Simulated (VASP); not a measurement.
# H2CO in VASP: a series of runs, part 2 of 2

VASP 6.6.1. The steps go on from the part before.

## (4) Single point, PBE+D3(BJ)

Input file INCAR:

```
  PREC = Accurate
  ENCUT = 1000
  EDIFF = 1E-6
  ISMEAR = -1
  SIGMA = 0.02
  LREAL = Auto
  LASPH = True
  NELM = 120
  ALGO = Normal
  ISIF = 2
  LWAVE = False
  LCHARG = False
  GGA = PE
  IVDW = 12
  NBANDS = 86
  GGA_COMPAT = False
```

Input file KPOINTS:

```
regular mesh
0
Gamma
  1 1 1
```

Input file POSCAR:

```
H2CO
1.0
    8.1882440000      0.0000000000      0.0000000000
    0.0000000000      8.1882440000      0.0000000000
    0.0000000000      0.0000000000      8.1882440000
O C H
10 10 20
Direct
    0.4735569678      0.2066865619      0.5368672453
    0.5907249466      0.8762684649      0.8255005591
    0.3321591296      0.3888257360      0.0150337484
    1.0078351353      0.0718469064      0.4244866176
    0.8517943530      0.5303701258      0.9784026954
    0.8003791778      0.0796874153      1.0738688295
    0.6602880911      0.8722627220      0.4136784395
    0.3240987933      0.8147778693      0.1070070701
    0.3743171308      0.5826279725      0.4852200301
   -0.0567520948      0.6169943153      0.4477883170
    0.3919155316      0.1355113502      0.4344276990
    0.7088821486      0.8183439575      0.7472664469
    0.4421460816      0.4874549415      0.0419870243
    0.9148725905      0.1883554032      0.4576805479
    0.9721009779      0.4394593029      0.9672037130
    0.6690933978      0.1138217181      1.0147230591
    0.6925538614      0.8148145072      0.2815988385
    0.1797577112      0.8429646210      0.1122829266
    0.4638479264      0.5188414024      0.5854490902
    0.0402772560      0.6775811761      0.5382594852
    0.3263337048      0.2104969026      0.3414895795
    0.3876533235      0.0058009996      0.4194061633
    0.8312282829      0.8709193326      0.7465947522
    0.6898304447      0.7110071463      0.6721954060
    0.5215159685      0.5279642375     -0.0618081239
    0.4786374221      0.5306632289      0.1652002554
    0.9511807416      0.3173940591      0.4583522426
    0.7781033394      0.1718195012      0.4876503436
    0.9567985517      0.3074774030      0.9817123183
    1.0953752722      0.4902516339      0.9433768705
    0.6516293359      0.1726743854      0.8942088194
    0.5556869092      0.0865509137      1.0796331912
    0.6033528068      0.8167685281      0.1815285426
    0.8032247207      0.7425645841      0.2581750129
    0.1230544669      0.9603035767      0.1599121863
    0.0803957479      0.7579647114      0.0835466066
    0.5936437654      0.4987760502      0.5510094716
    0.4271733964      0.4810799483      0.7052305720
    0.0541263792      0.6328096720      0.6675301811
    0.1171069157      0.7862613767      0.5063723064
```

Potentials or basis: VASP PAW PBE potentials, release 64 (O_h, C_h, H_h).

On the command line:

```console
$ cat potpaw_PBE.64/O_h/POTCAR potpaw_PBE.64/C_h/POTCAR potpaw_PBE.64/H_h/POTCAR > POTCAR
$ mpirun -np 1 vasp_gam > vasp.out
```

OUTCAR:

```text
PREC = Accurate
   ENCUT = 1000
   EDIFF = 1E-6
   ISMEAR = -1
   LREAL = Auto
   LASPH = True
   NELM = 120
   ISIF = 2
   GGA = PE
   IVDW = 12
 IVDW          = 12

 ion  position               nearest neighbor table
   1  0.474  0.207  0.537-  11 1.22
   2  0.591  0.876  0.826-  12 1.25
   3  0.332  0.389  0.015-  13 1.23
   4  0.008  0.072  0.424-  14 1.25
   5  0.852  0.530  0.978-  15 1.24
   6  0.800  0.080  0.074-  16 1.21
   7  0.660  0.872  0.414-  17 1.21
   8  0.324  0.815  0.107-  18 1.20
   9  0.374  0.583  0.485-  19 1.22
  10  0.943  0.617  0.448-  20 1.19
  11  0.392  0.136  0.434-  22 1.07  21 1.12   1 1.22
  12  0.709  0.818  0.747-  24 1.08  23 1.09   2 1.25
  13  0.442  0.487  0.042-  26 1.11  25 1.12   3 1.23
  14  0.915  0.188  0.458-  27 1.10  28 1.15   4 1.25
  15  0.972  0.439  0.967-  29 1.09  30 1.11   5 1.24
  16  0.669  0.114  0.015-  32 1.09  31 1.11   6 1.21
  17  0.693  0.815  0.282-  33 1.10  34 1.10   7 1.21
[... 21 lines left out ...]
  39  0.054  0.633  0.668-  20 1.13
  40  0.117  0.786  0.506-  20 1.12

  LATTYP: Found a simple cubic cell.
 ALAT       =     8.1882440000

  Lattice vectors:

 A1 = (   8.1882440000,   0.0000000000,   0.0000000000)
 A2 = (   0.0000000000,   8.1882440000,   0.0000000000)
 A3 = (   0.0000000000,   0.0000000000,   8.1882440000)

Analysis of symmetry for initial positions (statically):
=====================================================================
 Subroutine PRICEL returns:
 Original cell was already a primitive cell.

 Routine SETGRP: Setting up the symmetry group for a
 simple cubic supercell.

 Subroutine GETGRP returns: Found  1 space group operations
 (whereof  1 operations were pure point group operations)
 out of a pool of 48 trial point group operations.

[... 183 lines left out ...]
   IALGO  =     38    algorithm
   IMIX   =      4    mixing-type and parameters
     AMIX     =   0.40;   BMIX     =  1.00
     AMIX_MAG =   1.60;   BMIX_MAG =  1.00
  volume/ion in A,a.u.               =      13.72        92.62
  Fermi-wavevector in a.u.,A,eV,Ry     =   0.986153  1.863560 13.231645  0.972499
  Thomas-Fermi vector in A             =   2.117513
   LORBIT       =      0    0 simple, 1 ext, 2 COOP (PROOUT), +10 PAW based schemes
   GGA     = PE    functional components
   LHFCALC =     F    Hartree Fock is set to
   AEXX    =    0.0000 exact exchange contribution
   IVDW    =    12    specifies the selected vdW correction
   LEPSILON=     F    determine dielectric tensor
   LRPA    =     F    only Hartree local field effects (RPA)
 non-spin polarized calculation
  energy-cutoff  :     1000.00
  volume of cell :      549.00
 maximum number of plane-waves:     19612
   NGX = 43   NGY = 43   NGZ = 43

 number of electron     119.9999999 magnetization

 Free energy of the ion-electron system (eV)
  ---------------------------------------------------
  ext. energy  EPLUGINS =         0.00000000
  ---------------------------------------------------
  free energy    TOTEN  =      -223.47299075 eV

  energy without entropy =     -223.47299075  energy(sigma->0) =     -223.47299075

 E-fermi :  -1.7652     XC(G=0):  -6.4338

 val. band max:       -2.3137331274   @ k =   0.0000   0.0000   0.0000
 cond. band min:       0.3266141282   @ k =   0.0000   0.0000   0.0000
 fundamental gap:      2.6403472557
 Fermi energy:        -1.7651704432

 k-point     1 :       0.0000    0.0000    0.0000
  band No.  band energies     occupation
      1     -23.4726      2.00000
      2     -23.3705      2.00000
      3     -23.0693      2.00000
      4     -23.0468      2.00000
      5     -23.0121      2.00000
      6     -22.9560      2.00000
[... 64 lines left out ...]
     71       2.8793      0.00000
     72       3.7445      0.00000
 [bands above 72 left out]

------------------------ aborting loop because EDIFF is reached ----------------------------------------

 Edisp (eV)   -1.64147

 E8    (eV) :    -0.3806

  FORCE on cell =-STRESS in cart. coord.  units (eV):
  Direction    XX          YY          ZZ          XY          YZ          ZX
  --------------------------------------------------------------------------------------
  -------------------------------------------------------------------------------------
  Total      -3.14849    -1.06516     0.29010     3.70421    -1.17351     3.37412
  in kB      -9.18843    -3.10851     0.84661    10.81021    -3.42473     9.84688
  external pressure =       -3.82 kB  Pullay stress =        0.00 kB

 VOLUME and BASIS-vectors are now :
 -----------------------------------------------------------------------------
  energy-cutoff  :     1000.00
  volume of cell :      549.00
      direct lattice vectors                 reciprocal lattice vectors
     8.188244000  0.000000000  0.000000000     0.122126307  0.000000000  0.000000000
     0.000000000  8.188244000  0.000000000     0.000000000  0.122126307  0.000000000
     0.000000000  0.000000000  8.188244000     0.000000000  0.000000000  0.122126307

 POSITION                                       TOTAL-FORCE (eV/Angst)
 -----------------------------------------------------------------------------------
      3.87760      1.69240      4.39600        -0.063022     -0.514864      0.228852
      4.83700      7.17510      6.75940         2.141177     -0.825585     -1.153844
      2.71980      3.18380      0.12310         0.542486      0.717591      0.512878
      0.06416      0.58830      3.47580        -1.506978      2.168216      0.750666
      6.97470      4.34280      8.01140         1.004150     -0.745853     -0.100581
      6.55370      0.65250      0.60486         0.671716      0.065950      0.030014
[... 32 lines left out ...]
      0.44320      5.18160      5.46590         0.105995      0.019490     -0.181649
      0.95890      6.43810      4.14630        -0.180674     -0.287444     -0.042446
 -----------------------------------------------------------------------------------
    total drift:                               -0.002307      0.005779     -0.000715

  FREE ENERGIE OF THE ION-ELECTRON SYSTEM (eV)
  ---------------------------------------------------
  free  energy   TOTEN  =      -225.1144582526 eV

  energy  without entropy=     -225.1144582526  energy(sigma->0) =     -225.11445825
```

stdout:

```text
POSCAR found type information on POSCAR O C H
 POSCAR found :  3 types and      40 ions
 scaLAPACK will be used
 LDA part: xc-table for (Slater+PW92), standard interpolation
 POSCAR, INCAR and KPOINTS ok, starting setup
 FFT: planning ... GRIDC
 FFT: planning ... GRID_SOFT
 FFT: planning ... GRID
 WAVECAR not read
 entering main loop
```

Wall time 3 min (1 thread of Intel Xeon Platinum 8488C (Sapphire Rapids), shared host); peak memory 1 GiB.

Results:

```yaml
Free_energy: -225.1145 eV
Pressure: -0.4 GPa
Largest_force: 3.199 eV/Å
Band_gap_on_the_k_mesh: 2.64 eV
Dispersion_energy_per_atom: -0.041 eV
```

Forces in eV/Å, atoms in the order of the input:
```
O   -0.063 -0.515  0.229
O    2.141 -0.826 -1.154
O    0.542  0.718  0.513
O   -1.507  2.168  0.751
O    1.004 -0.746 -0.101
O    0.672  0.066  0.030
O   -0.039  0.400  0.538
O    0.283 -0.151 -0.211
O   -0.420  0.010  0.254
O   -0.807 -0.870 -1.003
C    0.194  2.042 -0.368
C   -2.715  0.992  1.371
C    0.016 -0.828 -0.726
C    0.004 -2.187 -0.381
C   -1.322  1.383  0.043
C   -0.318 -0.172 -0.343
C   -0.220 -0.586 -0.317
C   -1.042  1.141  0.915
C    0.660  0.216 -1.842
C    1.164  0.954  1.313
H   -0.185 -0.175 -0.011
H    0.017 -1.306  0.213
H    0.474  0.403  0.198
H    0.119 -0.560 -0.309
H   -0.132  0.251  0.311
H   -0.286 -0.033  0.077
H    0.556  0.300 -0.070
H    1.040 -0.288 -0.235
H    0.185 -0.508  0.053
H    0.005 -0.181 -0.015
H    0.219  0.219 -0.072
H   -0.578 -0.089  0.247
H   -0.278  0.272 -0.377
H    0.438  0.080  0.023
H    0.697 -0.143 -0.239
H   -0.053 -0.828 -0.457
H    0.126 -0.068  0.264
H   -0.518 -0.287  1.111
H    0.106  0.019 -0.182
H   -0.181 -0.287 -0.042
```

Levels at points of the mesh, in eV from the valence-band top:
```tsv
k point	band 56	band 57	band 58	band 59	band 60	band 61	band 62	band 63	band 64	band 65
(0.00, 0.00, 0.00)	-0.46	-0.39	-0.28	-0.22	0.00	2.64	2.93	3.04	3.15	3.21
```

Caveat: the k points lie up to 0.77 Å⁻¹ apart; the atoms stand as in a frame of molecular dynamics.

## (5) Single point, PBE+D3(BJ)

INCAR, as its differences from that of step 4:

```diff
@@ -11,5 +11,7 @@
   LWAVE = False
-  LCHARG = False
+  LCHARG = True
   GGA = PE
   IVDW = 12
+  LELF = True
+  LVHAR = True
   NBANDS = 86
```

Input file KPOINTS:

```
Automatic mesh
0
Gamma
  1 1 1
```

Input file POSCAR:

```
H2CO
1.0
    8.1882440000      0.0000000000      0.0000000000
    0.0000000000      8.1882440000      0.0000000000
    0.0000000000      0.0000000000      8.1882440000
O C H
10 10 20
Direct
    0.4667423198      0.1848137403      0.5117702892
    0.5767048466      0.8419265474      0.7797520445
    0.3246361491      0.4097826103      0.0431105863
    0.9991519549      0.0509633079      0.4272710974
    0.8505242394      0.5026352415      1.0076153080
    0.8288468199      0.0495710680      1.0207560986
    0.6831745610      0.8237663655      0.3889722876
    0.3267367216      0.8480084375      0.0747046620
    0.3558760584      0.6153700354      0.4695023744
   -0.0373462247      0.5636617570      0.5482005666
    0.3690412743      0.1234819089      0.4189909338
    0.7139381777      0.7824266106      0.7473885732
    0.4345498253      0.5137975859      0.0586694779
    0.9007181515      0.1596923589      0.4452114519
    0.9677044309      0.4186123423      0.9523165162
    0.7001012671      0.1132110865      0.9854371707
    0.6908929436      0.7598454565      0.2574666803
    0.1874028180      0.8286880557      0.1298080516
    0.4254147776      0.5411416660      0.5804541242
    0.0733002094      0.6665287454      0.5743111710
    0.2580773118      0.1911276704      0.3682352407
    0.3685894070     -0.0112234076      0.3978386575
    0.8298848935      0.8364919267      0.7883375239
    0.7230976507      0.6684094905      0.6676523074
    0.5109642556      0.5407630745     -0.0460171925
    0.4770375675      0.5549175134      0.1788295512
    0.9448790241      0.2887310149      0.4760727697
    0.7642908541      0.1424359118      0.4317653455
    0.9943523911      0.2873387750      0.9799536995
    1.0550003151      0.4827530787      0.8723115725
    0.6894396405      0.1932770934      0.8804451846
    0.5852659007      0.0840228992      1.0565757444
    0.6274727524      0.8145824673      0.1518640627
    0.7599675828      0.6495654013      0.2303057896
    0.1119653982      0.9423998601      0.1388453984
    0.1431930949      0.7026414943      0.1499588923
    0.5435475543      0.4799808115      0.5546732608
    0.3776389663      0.5415935334      0.7150128892
    0.1679969478      0.6283520618      0.6653074823
    0.0822032172      0.7899495911      0.5173026109
```

Potentials or basis: VASP PAW PBE potentials, release 64 (O_h, C_h, H_h).

On the command line:

```console
$ cat potpaw_PBE.64/O_h/POTCAR potpaw_PBE.64/C_h/POTCAR potpaw_PBE.64/H_h/POTCAR > POTCAR
$ mpirun -np 1 vasp_gam > vasp.out
```

OUTCAR:

```text
PREC = Accurate
   ENCUT = 1000
   EDIFF = 1E-6
   ISMEAR = -1
   LREAL = Auto
   LASPH = True
   NELM = 120
   ISIF = 2
   GGA = PE
   IVDW = 12
 IVDW          = 12

 ion  position               nearest neighbor table
   1  0.467  0.185  0.512-  11 1.21
   2  0.577  0.842  0.780-  12 1.25
   3  0.325  0.410  0.043-  13 1.25
   4  0.999  0.051  0.427-  14 1.21
   5  0.851  0.503  0.008-  15 1.26
   6  0.829  0.050  0.021-  16 1.21
   7  0.683  0.824  0.389-  17 1.20
   8  0.327  0.848  0.075-  18 1.24
   9  0.356  0.615  0.470-  19 1.23
  10  0.963  0.564  0.548-  20 1.26
  11  0.369  0.123  0.419-  22 1.12  21 1.14   1 1.21
  12  0.714  0.782  0.747-  23 1.10  24 1.14   2 1.25
  13  0.435  0.514  0.059-  25 1.08  26 1.10   3 1.25
  14  0.901  0.160  0.445-  28 1.13  27 1.14   4 1.21
  15  0.968  0.419  0.952-  30 1.10  29 1.12   5 1.26
  16  0.700  0.113  0.985-  31 1.08  32 1.13   6 1.21
  17  0.691  0.760  0.257-  34 1.09  33 1.10   7 1.20
[... 261 lines left out ...]
 cond. band min:       0.2151448309   @ k =   0.0000   0.0000   0.0000
 fundamental gap:      2.5132262118
 Fermi energy:        -1.7630080242

 k-point     1 :       0.0000    0.0000    0.0000
  band No.  band energies     occupation
      1     -23.2530      2.00000
      2     -23.2439      2.00000
      3     -23.2292      2.00000
      4     -23.1058      2.00000
      5     -22.9827      2.00000
      6     -22.9279      2.00000
[... 64 lines left out ...]
     71       2.8562      0.00000
     72       3.7891      0.00000
 [bands above 72 left out]

------------------------ aborting loop because EDIFF is reached ----------------------------------------

 Edisp (eV)   -1.64323

 E8    (eV) :    -0.3813

  FORCE on cell =-STRESS in cart. coord.  units (eV):
  Direction    XX          YY          ZZ          XY          YZ          ZX
  --------------------------------------------------------------------------------------
  -------------------------------------------------------------------------------------
  Total      -8.55020    -7.97107    -1.87695     0.61556    -0.50607     0.39143
  in kB     -24.95253   -23.26242    -5.47761     1.79644    -1.47689     1.14234
  external pressure =      -17.90 kB  Pullay stress =        0.00 kB

 VOLUME and BASIS-vectors are now :
 -----------------------------------------------------------------------------
  energy-cutoff  :     1000.00
  volume of cell :      549.00
      direct lattice vectors                 reciprocal lattice vectors
     8.188244000  0.000000000  0.000000000     0.122126307  0.000000000  0.000000000
     0.000000000  8.188244000  0.000000000     0.000000000  0.122126307  0.000000000
     0.000000000  0.000000000  8.188244000     0.000000000  0.000000000  0.122126307

 POSITION                                       TOTAL-FORCE (eV/Angst)
 -----------------------------------------------------------------------------------
      3.82180      1.51330      4.19050         0.175656      0.338802     -0.207502
      4.72220      6.89390      6.38480         2.668238     -0.812554     -0.291383
      2.65820      3.35540      0.35300         0.866831      1.606197      0.346481
      8.18130      0.41730      3.49860         0.022628     -0.413562     -0.012732
      6.96430      4.11570      0.06236         2.029771     -2.248120     -0.945571
      6.78680      0.40590      0.16996         0.549320     -0.077093      0.148102
[... 32 lines left out ...]
      1.37560      5.14510      5.44770        -0.358064      0.714701     -0.023826
      0.67310      6.46830      4.23580        -0.225582     -0.369947      0.044714
 -----------------------------------------------------------------------------------
    total drift:                                0.007650      0.000823     -0.003435

  FREE ENERGIE OF THE ION-ELECTRON SYSTEM (eV)
  ---------------------------------------------------
  free  energy   TOTEN  =      -224.6795736251 eV

  energy  without entropy=     -224.6795736251  energy(sigma->0) =     -224.67957363
```

stdout:

```text
POSCAR found type information on POSCAR O C H
 POSCAR found :  3 types and      40 ions
 scaLAPACK will be used
 LDA part: xc-table for (Slater+PW92), standard interpolation
 POSCAR, INCAR and KPOINTS ok, starting setup
 FFT: planning ... GRIDC
 FFT: planning ... GRID_SOFT
 FFT: planning ... GRID
 WAVECAR not read
 entering main loop
```

It took 3 min on 1 thread of Intel Xeon Platinum 8488C (Sapphire Rapids), shared host; peak memory 1 GiB.

What came out:

```
Free energy                : -224.6796 eV
Pressure                   : -1.8 GPa
Largest force              : 3.173 eV/Å
Band gap on the k mesh     : 2.51 eV
Dispersion energy per atom : -0.041 eV
```

Forces in eV/Å, atoms in the order of the input:
```
O    0.176  0.339 -0.208
O    2.668 -0.813 -0.291
O    0.867  1.606  0.346
O    0.023 -0.414 -0.013
O    2.030 -2.248 -0.946
O    0.549 -0.077  0.148
O   -0.012  0.403  1.194
O   -0.917 -0.535  0.663
O    0.477 -0.940  0.920
O    1.440  1.857 -0.054
C   -1.238 -0.190  0.440
C   -2.927 -0.157 -0.476
C   -1.029 -2.557 -0.048
C   -0.138  1.182  0.128
C   -1.752  2.086  0.909
C   -0.802 -0.956  0.676
C   -0.265  0.420 -0.940
C    1.592  0.993 -1.462
C   -0.318  0.948 -0.246
C   -1.157 -2.103  0.294
H    0.917 -0.157  0.024
H    0.228  0.101 -0.238
H    0.211  0.248  0.219
H    0.124  0.781  0.653
H    0.368  0.677 -0.599
H   -0.249  0.380  0.358
H   -0.417 -0.661 -0.138
H    0.503 -0.129  0.057
H   -0.449  0.346  0.082
H    0.212 -0.202 -0.150
H   -0.212  0.638 -0.578
H    0.330  0.290 -0.325
H   -0.169  0.026 -0.321
H    0.470 -0.695  0.143
H   -0.336 -0.727  0.452
H   -0.434  0.113  0.363
H   -0.115 -0.041  0.269
H    0.334 -0.179 -1.330
H   -0.358  0.715 -0.024
H   -0.226 -0.370  0.045
```

Levels at points of the mesh, in eV from the valence-band top:
```tsv
k point	band 58	band 59	band 60	band 61	band 62	band 63
(0.00, 0.00, 0.00)	-0.30	-0.12	0.00	2.51	2.84	2.94
```

Caveat: the k points lie up to 0.77 Å⁻¹ apart; the atoms stand as in a frame of molecular dynamics.

## (6) Overview

| cell | gap on the mesh (eV) | pressure (GPa) | largest force (eV/Å) |
| --- | --- | --- | --- |
| as given, atomic positions A | 2.46 | -1.0 | 3.81 |
| as given, atomic positions B | 2.93 | -0.4 | 0.26 |
| as given, atomic positions C | 2.64 | -0.4 | 3.20 |
| as given, atomic positions D | 2.51 | -1.8 | 3.17 |

Alike in all rows: task single point; level PBE+D3(BJ); potentials or basis VASP PAW PBE potentials, release 64 (O_h, C_h, H_h); no spin polarisation; k mesh 1 × 1 × 1; cutoff (eV) 1000; smearing fermi-dirac 0.02 eV.

Caveats: all runs use coarse meshes; the atoms stand as in a frame of molecular dynamics (at least some runs).

Total energies depend on the potentials used, so only differences within one code and one set of settings carry meaning.
